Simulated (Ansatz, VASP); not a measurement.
# ZrC in VASP and in Ansatz

```xyz
2
Lattice="0.0000 2.4006 2.4006 2.4006 0.0000 2.4006 2.4006 2.4006 0.0000" Properties=species:S:1:pos:R:3 pbc="T T T"
Zr    2.4006    2.4006    2.4006
C     0.0000    0.0000    0.0000
```

Alike in both runs: task single point; functional PBE; k mesh 16 × 16 × 16; occupations gaussian, width 0.1 eV; no spin polarisation.

|  | VASP | Ansatz |
| --- | --- | --- |
| version | VASP 6.6.1 | Ansatz 0.2.0 |
| potentials or method | VASP PAW PBE potentials, release 64 (Zr_sv, C), cutoff 520 eV | scalar-relativistic, plane waves, PAW |
| valence electrons in the cell | 16 | 16 |

```tsv
	VASP	Ansatz	Ansatz less VASP
gap on the k mesh at the Fermi level (eV)	none	none	-
pressure (GPa)	-11.3	-11.5	-0.21
```

A gap of «none» marks a metal or a gap that the smearing closes.
